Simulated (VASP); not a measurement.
A run of VASP 6.6.1 is set up as follows.

The input INCAR:

```
PREC = Accurate
ENCUT = 520
EDIFF = 1E-7
ISMEAR = 1
SIGMA = 0.1
LREAL = False
LASPH = True
NELM = 60
ALGO = Normal
ISIF = 2
LWAVE = False
LCHARG = False
GGA = PE
NBANDS = 9
```

Contents of KPOINTS:

```
regular mesh
0
Gamma
  13 13 13
```

POSCAR

```
Se
1.0
   -1.7358353203      1.7358353203      1.7358353203
    1.7358353203     -1.7358353203      1.7358353203
    1.7358353203      1.7358353203     -1.7358353203
Se
1
Direct
    0.0000000000      0.0000000000      0.0000000000
```

Potentials or basis: VASP PAW PBE potentials, release 64 (Se).

Launch:

```console
$ cat potpaw_PBE.64/Se/POTCAR > POTCAR
$ mpirun -np 1 vasp_std > vasp.out
```

Q: Predict the band gap on the k mesh.

A: Zero (band 3 reaches 7.97 eV, above the bottom of band 4 at 2.05 eV).

Q: What does it give for the pressure?

A: -2.0 GPa.
